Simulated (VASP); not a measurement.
# Mn (Fd-3m) in VASP: notebook, part 2 of 2

VASP 6.6.1. The steps go on from the part before.

## Step 3: Single point, PBEsol, collinear spin, antiferromagnetic start (16.63 Å³/atom)

This run uses another cell than the first one, of 16.63 Å³/atom.

Contents of INCAR:

```
  ALGO = Normal
  EDIFF = 1E-6
  ENCUT = 520
  GGA = PS
  ISIF = 2
  ISMEAR = -1
  ISPIN = 2
  LASPH = T
  LCHARG = T
  LELF = T
  LMAXMIX = 4
  LORBIT = 11
  LREAL = F
  LVHAR = T
  LWAVE = F
  MAGMOM = 1.516 -1.516
  NBANDS = 24
  NELM = 150
  PREC = Accurate
  SIGMA = 0.05
```

Contents of KPOINTS:

```
k-points
0
Gamma
  12 12 12
```

Contents of POSCAR:

```
Mn
1.0
    0.0000000000      2.5522842767      2.5522842767
    2.5522842767      0.0000000000      2.5522842767
    2.5522842767      2.5522842767      0.0000000000
Mn
2
Direct
    0.1250000000      0.1250000000      0.1250000000
    0.8750000000      0.8750000000      0.8750000000
```

Potentials or basis: VASP PAW PBE potentials, release 64 (Mn_pv).

Launch:

```
cat potpaw_PBE.64/Mn_pv/POTCAR > POTCAR
mpirun -np 1 vasp_std > vasp.out
```

OUTCAR:

```text
EDIFF = 1E-6
   ENCUT = 520
   GGA = PS
   ISIF = 2
   ISMEAR = -1
   ISPIN = 2
   LASPH = T
   LORBIT = 11
   LREAL = F
   NELM = 150
   PREC = Accurate

 ion  position               nearest neighbor table
   1  0.125  0.125  0.125-   2 2.21   2 2.21   2 2.21   2 2.21
   2  0.875  0.875  0.875-   1 2.21   1 2.21   1 2.21   1 2.21

  LATTYP: Found a face centered cubic cell.
 ALAT       =     5.1045685534

  Lattice vectors:

 A1 = (   0.0000000000,   2.5522842767,   2.5522842767)
 A2 = (   2.5522842767,   0.0000000000,   2.5522842767)
 A3 = (   2.5522842767,   2.5522842767,   0.0000000000)

Analysis of symmetry for initial positions (statically):
=====================================================================
 Subroutine PRICEL returns:
 Original cell was already a primitive cell.

 Routine SETGRP: Setting up the symmetry group for a
 face centered cubic supercell.

 Subroutine GETGRP returns: Found 48 space group operations
 (whereof 12 operations were pure point group operations)
[... 849 lines left out ...]
      5     -41.1659      1.00000
      6     -41.1659      1.00000
[... 637 lines left out ...]
     23      21.2985      0.00000
     24      23.9613      0.00000

 [... further k-points ...]

------------------------ aborting loop because EDIFF is reached ----------------------------------------

  FORCE on cell =-STRESS in cart. coord.  units (eV):
  Direction    XX          YY          ZZ          XY          YZ          ZX
  --------------------------------------------------------------------------------------
  -------------------------------------------------------------------------------------
  Total       -0.9415438     -0.9415438     -0.9415438      0.0000000      0.0000000      0.0000000
  in kB      -45.3663630    -45.3663630    -45.3663630      0.0000000      0.0000000      0.0000000
  external PRESSURE =     -45.3663630 kB  Pullay stress =       0.0000000 kB

 VOLUME and BASIS-vectors are now :
 -----------------------------------------------------------------------------
  energy-cutoff  :      520.00
  volume of cell :       33.25
      direct lattice vectors                 reciprocal lattice vectors
     0.000000000  2.552284277  2.552284277    -0.195902943  0.195902943  0.195902943
     2.552284277  0.000000000  2.552284277     0.195902943 -0.195902943  0.195902943
     2.552284277  2.552284277  0.000000000     0.195902943  0.195902943 -0.195902943

 POSITION                                       TOTAL-FORCE (eV/Angst)
 -----------------------------------------------------------------------------------
      0.63807      0.63807      0.63807         0.000000      0.000000      0.000000
      4.46650      4.46650      4.46650        -0.000000     -0.000000     -0.000000
 -----------------------------------------------------------------------------------
    total drift:                                0.000000      0.000000     -0.000000

  FREE ENERGIE OF THE ION-ELECTRON SYSTEM (eV)
  ---------------------------------------------------
  free  energy   TOTEN  =       -16.5275892603 eV

  energy  without entropy=      -16.5223041864  energy(sigma->0) =      -16.52494672

 total charge

# of ion       s       p       d       tot
------------------------------------------
    1        0.469   6.240   5.188  11.897
    2        0.469   6.240   5.188  11.897
--------------------------------------------------
tot          0.937  12.481  10.376  23.794

 magnetization (x)

# of ion       s       p       d       tot
------------------------------------------
    1        0.053  -0.015   2.071   2.109
    2       -0.053   0.015  -2.071  -2.109
--------------------------------------------------
tot          0.000   0.000   0.000   0.000
```

OSZICAR:

```text
N       E                     dE             d eps       ncg     rms          rms(c)
DAV:   1     0.266873804734E+03    0.26687E+03   -0.15422E+04  6912   0.138E+03
DAV:   2    -0.748947808805E+01   -0.27436E+03   -0.26263E+03  7032   0.392E+02
DAV:   3    -0.181805046654E+02   -0.10691E+02   -0.10650E+02  8032   0.912E+01
DAV:   4    -0.183036572764E+02   -0.12315E+00   -0.12315E+00  7744   0.943E+00
DAV:   5    -0.183063769105E+02   -0.27196E-02   -0.27196E-02  8176   0.140E+00    0.131E+01
DAV:   6    -0.166538992868E+02    0.16525E+01   -0.89497E+00  7936   0.348E+01    0.601E+00
DAV:   7    -0.164926438935E+02    0.16126E+00   -0.90437E-01  7784   0.108E+01    0.260E+00
DAV:   8    -0.165074864425E+02   -0.14843E-01   -0.78208E-02  8384   0.146E+00    0.139E+00
DAV:   9    -0.165263723994E+02   -0.18886E-01   -0.27993E-01  9072   0.295E+00    0.567E-01
DAV:  10    -0.165270567380E+02   -0.68434E-03   -0.70982E-03  7144   0.643E-01    0.378E-01
DAV:  11    -0.165273735799E+02   -0.31684E-03   -0.45013E-03  8280   0.385E-01    0.217E-01
DAV:  12    -0.165275676764E+02   -0.19410E-03   -0.10193E-03  8032   0.200E-01    0.744E-02
DAV:  13    -0.165275822497E+02   -0.14573E-04   -0.49688E-05  7232   0.558E-02    0.343E-02
DAV:  14    -0.165275858546E+02   -0.36049E-05   -0.10370E-05  6800   0.226E-02    0.257E-02
DAV:  15    -0.165275890887E+02   -0.32342E-05   -0.24521E-05  7824   0.258E-02    0.531E-03
DAV:  16    -0.165275892603E+02   -0.17156E-06   -0.14812E-06  5216   0.118E-02
   1 F= -.16527589E+02 E0= -.16524947E+02  d E =-.528507E-02  mag=     0.0000
```

stdout:

```text
POSCAR found type information on POSCAR Mn
 POSCAR found :  1 types and       2 ions
 scaLAPACK will be used
 -----------------------------------------------------------------------------
|                                                                             |
|                                                                             |
|     You enforced a specific xc type in the INCAR file but a different       |
|     I HOPE YOU KNOW WHAT YOU ARE DOING!                                     |
|                                                                             |
 -----------------------------------------------------------------------------

 LDA part: xc-table for (Slater+PW92), standard interpolation
 POSCAR, INCAR and KPOINTS ok, starting setup
 FFT: planning ... GRIDC
 FFT: planning ... GRID_SOFT
 FFT: planning ... GRID
 WAVECAR not read
 entering main loop
```

Wall time 73 s (1 thread of Intel Xeon Platinum 8488C (Sapphire Rapids), shared host); peak memory 0.22 GiB.

Results:

* Free energy: -16.5276 eV
* Pressure: -4.5 GPa
* Band gap on the k mesh: zero (filled and empty bands overlap)
* Net moment: 0.00 μB per cell
* Site moments: Mn +2.11, -2.11 μB
* Valence electrons inside the program's atomic spheres: Mn 11.90

Levels at points of the mesh, in eV from the Fermi level:
Spin up:
| k point | band 11 | band 12 | band 13 | band 14 | band 15 | band 16 |
| --- | --- | --- | --- | --- | --- | --- |
| (0.00, 0.00, 0.00) | -2.35 | -2.35 | 0.17 | 0.17 | 0.17 | 1.78 |
| (0.50, 0.00, 0.00) | -2.27 | -2.27 | -1.09 | 0.68 | 0.68 | 1.56 |
| (0.50, 0.50, 0.00) | -1.44 | -1.32 | -0.99 | 0.64 | 1.70 | 1.70 |
Spin down:
| k point | band 11 | band 12 | band 13 | band 14 | band 15 | band 16 |
| --- | --- | --- | --- | --- | --- | --- |
| (0.00, 0.00, 0.00) | -2.35 | -2.35 | 0.17 | 0.17 | 0.17 | 1.78 |
| (0.50, 0.00, 0.00) | -2.27 | -2.27 | -1.09 | 0.68 | 0.68 | 1.56 |
| (0.50, 0.50, 0.00) | -1.44 | -1.32 | -0.99 | 0.64 | 1.70 | 1.70 |

Caveat: the cell stands under tension; the antiferromagnetic order is the one typed at the start, and another may lie lower; the PAW data sets were made with another functional, which shifts forces and pressure a little.

## Step 4: Single point, PBEsol, collinear spin, antiferromagnetic start (17.24 Å³/atom)

This run uses another cell than the first one, of 17.24 Å³/atom.

Contents of INCAR:

```
  ALGO = Normal
  EDIFF = 1E-6
  ENCUT = 520
  GGA = PS
  ISIF = 2
  ISMEAR = -1
  ISPIN = 2
  LASPH = True
  LCHARG = False
  LMAXMIX = 4
  LORBIT = 11
  LREAL = False
  LWAVE = False
  MAGMOM = 1.516 -1.516
  NBANDS = 24
  NELM = 150
  PREC = Accurate
  SIGMA = 0.05
```

KPOINTS is that of step 3.

Contents of POSCAR:

```
Mn
1.0
    0.0000000000      2.5834127626      2.5834127626
    2.5834127626      0.0000000000      2.5834127626
    2.5834127626      2.5834127626      0.0000000000
Mn
2
Direct
    0.1250000000      0.1250000000      0.1250000000
    0.8750000000      0.8750000000      0.8750000000
```

Launch:

```
cat potpaw_PBE.64/Mn_pv/POTCAR > POTCAR
mpirun -np 1 vasp_std > vasp.out
```

Run time: 72 s. Hardware: 1 thread of Intel Xeon Platinum 8488C (Sapphire Rapids), shared host; peak memory 0.22 GiB.

Results (log left out):

```
Free energy                                           : -16.4866 eV
Pressure                                              : -6.1 GPa
Band gap on the k mesh                                : zero (filled and empty bands overlap)
Net moment                                            : 0.00 μB per cell
Site moments                                          : Mn +2.30, -2.30 μB
Valence electrons inside the program's atomic spheres : Mn 11.84
```

Levels at points of the mesh, in eV from the Fermi level:
Spin up:
| k point | band 9 | band 10 | band 11 | band 12 | band 13 | band 14 | band 15 | band 16 | band 17 | band 18 |
| --- | --- | --- | --- | --- | --- | --- | --- | --- | --- | --- |
| (0.00, 0.00, 0.00) | -2.61 | -2.41 | -2.41 | -2.41 | 0.15 | 0.15 | 0.15 | 1.68 | 1.68 | 12.64 |
| (0.50, 0.00, 0.00) | -2.57 | -2.33 | -2.31 | -2.31 | -1.18 | 0.62 | 0.62 | 1.48 | 1.48 | 2.51 |
| (0.50, 0.50, 0.00) | -2.26 | -2.26 | -1.58 | -1.40 | -1.06 | 0.68 | 1.60 | 1.60 | 2.17 | 3.05 |
Spin down:
| k point | band 11 | band 12 | band 13 | band 14 | band 15 | band 16 |
| --- | --- | --- | --- | --- | --- | --- |
| (0.00, 0.00, 0.00) | -2.41 | -2.41 | 0.15 | 0.15 | 0.15 | 1.68 |
| (0.50, 0.00, 0.00) | -2.31 | -2.31 | -1.18 | 0.62 | 0.62 | 1.48 |
| (0.50, 0.50, 0.00) | -1.58 | -1.40 | -1.06 | 0.68 | 1.60 | 1.60 |

Caveat: the cell stands under tension; the antiferromagnetic order is the one typed at the start, and another may lie lower; the PAW data sets were made with another functional, which shifts forces and pressure a little.

## Step 5: The runs side by side

```csv
cell,gap on the mesh (eV),pressure (GPa),moment (μB)
"a = 3.564 Å, angles 60.0°, 2 atoms",none,-2.4,0.00
"a = 3.609 Å, angles 60.0°, 2 atoms",none,-4.5,0.00
"a = 3.653 Å, angles 60.0°, 2 atoms",none,-6.1,0.00
```

Alike in all rows: task single point; level PBEsol; potentials or basis VASP PAW PBE potentials, release 64 (Mn_pv); spin collinear, antiferromagnetic start; k mesh 12 × 12 × 12; cutoff (eV) 520; smearing fermi-dirac 0.05 eV.

Caveats: the antiferromagnetic order is the one typed at the start, and another may lie lower; the PAW data sets were made with another functional, which shifts forces and pressure a little; the cell stands under tension (at least some runs).

Total energies depend on the potentials used, so only differences within one code and one set of settings carry meaning.
